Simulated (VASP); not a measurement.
A run of VASP 6.6.1 is set up as follows.

INCAR

```
PREC = Accurate ; ENCUT = 520
EDIFF = 1E-6 ; ISMEAR = 0
SIGMA = 0.1 ; LREAL = F
LASPH = T ; NELM = 60
ALGO = Normal ; ISIF = 2
LWAVE = F ; LCHARG = F
GGA = PE ; NBANDS = 72
```

File KPOINTS:

```
regular mesh
0
Gamma
  4 4 1
```

The input POSCAR:

```
Sn2PbO3
1.0
    3.9034747700      0.0000000000      0.0000000000
    0.0000000000      3.9034747700      0.0000000000
    0.0000000000      0.0000000000     15.0058736700
Sn Pb O
4 2 6
Direct
    0.0000000000      0.5000000000      0.9117912800
    0.0000000000      0.5000000000      0.5784579500
    0.5000000000      0.0000000000      0.0882087200
    0.5000000000      0.0000000000      0.4215420500
    0.0000000000      0.5000000000      0.2451246200
    0.5000000000      0.0000000000      0.7548753800
    0.5000000000      0.5000000000      0.8333333300
    0.5000000000      0.5000000000      0.1666666700
    0.5000000000      0.5000000000      0.5000000000
    0.0000000000      0.0000000000      0.8333333300
    0.0000000000      0.0000000000      0.1666666700
    0.0000000000      0.0000000000      0.5000000000
```

Potentials or basis: VASP PAW PBE potentials, release 64 (Sn_d, Pb_d, O).

Command:

```sh
$ cat potpaw_PBE.64/Sn_d/POTCAR potpaw_PBE.64/Pb_d/POTCAR potpaw_PBE.64/O/POTCAR > POTCAR
$ mpirun -np 1 vasp_std > vasp.out
```

Problem. Estimate the band gap on the k mesh.

Solution. 0.51 eV (least direct gap 1.57 eV).

Problem. Estimate the largest force.

Solution. 0.976 eV/Å.

Forces in eV/Å, atoms in the order of the input:
```
Sn   0.000  0.000 -0.360
Sn   0.000  0.000 -0.523
Sn   0.000  0.000  0.360
Sn   0.000  0.000  0.523
Pb   0.000  0.000  0.976
Pb   0.000  0.000 -0.976
O    0.000  0.000  0.725
O    0.000  0.000 -0.725
O    0.000  0.000  0.000
O    0.000  0.000  0.725
O    0.000  0.000 -0.725
O    0.000  0.000  0.000
```

Caveat: spin-orbit coupling is left out, which moves the levels of the heavy elements. A k mesh can miss the band edges.
